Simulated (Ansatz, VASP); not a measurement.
Two plane-wave programs on Si

```xyz
2
Lattice="0.0000 2.7158 2.7158 2.7158 0.0000 2.7158 2.7158 2.7158 0.0000" Properties=species:S:1:pos:R:3 pbc="T T T"
Si   -0.6789   -0.6789   -0.6789
Si    0.6789    0.6789    0.6789
```

Alike in both runs: task relaxation of cell and atoms; functional r2SCAN; k mesh 11 × 11 × 11; occupations fermi-dirac, width 0.02 eV; no spin polarisation.

|  | VASP | Ansatz |
| --- | --- | --- |
| version | VASP 6.6.1 | Ansatz 0.2.0 |
| potentials or method | VASP PAW PBE potentials, release 64 (Si) | PAW with Ansatz's default frozen-core files, scalar-relativistic |
| plane-wave cutoff (eV) | 600 | 500 |
| valence electrons in the cell | 8 | 8 |

```csv
,VASP,Ansatz,Ansatz less VASP
relaxed volume (Å³/atom),20.12,20.17,+0.050
relaxed cell length with the largest relative difference (Å),3.846,3.850,+0.0032
```

VASP's potentials were made for PBE, not for r2SCAN.
